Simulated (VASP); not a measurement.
RbSbO3, 5 atoms in the cell. The structure is cubic, space group Pm-3m (No. 221). Conventional cell: a = 4.091 Å, b = 4.091 Å, c = 4.091 Å, α = 90.00°, β = 90.00°, γ = 90.00°. Within 3.8 Å of Rb (site symmetry m-3m) lie 12 O at 2.89 Å and 8 Sb at 3.54 Å. Within 2.7 Å of Sb (site symmetry m-3m) lie 6 O at 2.05 Å. Within 2.7 Å of O (site symmetry 4/mmm) lie 2 Sb at 2.05 Å. 

```yaml
Program: VASP 6.6.1
Task: single point
Functional: LDA
Potentials_or_basis: VASP PAW LDA potentials, release 64 (Rb_sv, Sb, O)
Cutoff: 520 eV
k_mesh: 3 × 3 × 3
Occupations: methfessel-paxton, width 0.02 eV
Spin: no spin polarisation
Dipole_correction: no
Further_INCAR_settings: ALGO = Normal; EDIFF = 1e-06; NBANDS = 24
```

Potentials or basis: VASP PAW LDA potentials, release 64 (Rb_sv, Sb, O).

Launch:

```console
$ cat potpaw_LDA.64/Rb_sv/POTCAR potpaw_LDA.64/Sb/POTCAR potpaw_LDA.64/O/POTCAR > POTCAR
$ mpirun -np 1 vasp_std > vasp.out
```

Hardware: 1 thread of Intel Xeon 6975P-C (shared host).

Task: Estimate the wall time of this run.

Result: It took 13 s on 1 thread of Intel Xeon 6975P-C (shared host), peak memory 0.15 GiB. Counts: scf iterations 13, k points 4.
